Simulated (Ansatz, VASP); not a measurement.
# Two plane-wave programs on PbF2

```
Pb F
1.0
     0.00000    2.72116    3.53750
     2.72116    0.00000    3.53750
     2.72116    2.72116    0.00000
Pb F
1 2
Direct
  0.00000 0.00000 0.00000
  0.25000 0.25000 0.25000
  0.75000 0.75000 0.75000
```

Alike in both runs: task single point; functional r2SCAN; k mesh 8 × 8 × 8; occupations gaussian, width 0.05 eV; no spin polarisation.

```csv
,VASP,Ansatz
version,VASP 6.6.1,Ansatz 0.2.0
potentials or method,"VASP PAW PBE potentials, release 64 (Pb_d, F), cutoff 520 eV","scalar-relativistic, plane waves, PAW"
valence electrons in the cell,28,28
```

```csv
,VASP,Ansatz,Ansatz less VASP
gap on the k mesh at the Fermi level (eV),3.61,3.62,+0.001
least direct gap on the mesh (eV),4.45,4.46,+0.001
pressure (GPa),-3.1,-3.0,+0.12
"traceless stress, the component that is largest in VASP (GPa)",-12.31,-12.34,-0.033
```

VASP's potentials were made for PBE, not for r2SCAN. With one functional, cell and mesh, what is left measures potentials, basis and numerics.

Spin-orbit coupling is off throughout.
